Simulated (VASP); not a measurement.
The system is MnS.

```
Mn S
1.0
     0.00000    2.61225    2.61225
     5.22450    2.61225    2.61225
     5.22450    5.22450    0.00000
Mn S
2 2
Direct
  0.00000 0.00000 0.00000
  0.00000 0.00000 0.50000
  0.50000 0.50000 0.00000
  0.50000 0.50000 0.50000
```

Base run:

| Quantity | Value |
| --- | --- |
| Program | VASP 6.6.1 |
| Functional | PBEsol |
| Potentials or basis | VASP PAW PBE potentials, release 64 (Mn_pv, S) |
| Cutoff | 520 eV |
| k mesh | 6 × 6 × 6 |
| Occupations | gaussian, width 0.05 eV |
| Spin | collinear spin, ferromagnetic start |
| Starting moments | [5.0, 5.0, 0.0, 0.0] μB |
| Hubbard terms | Mn d U = 4.0 eV, J = 0.9 eV |

Its results: band gap on the k mesh 0.19 eV; pressure -1.0 GPa; net moment 10.00 μB per cell; site moments Mn +4.55; S +0.10 μB.

**Question.** The run is repeated on the same cell with these changes: spin from collinear spin, ferromagnetic start to collinear spin, antiferromagnetic start; moments at the start from [5.0, 5.0, 0.0, 0.0] to [4.44, -4.44, -0.04, 0.04]. What comes out?

**Answer.** Band gap on the k mesh 0.81 eV; pressure -1.8 GPa; net moment 0.00 μB per cell; site moments Mn +4.52, -4.52; S -0.03, +0.03 μB.

Caveats: the PAW data sets were made with another functional, which shifts forces and pressure a little.

A k mesh can miss the band edges.
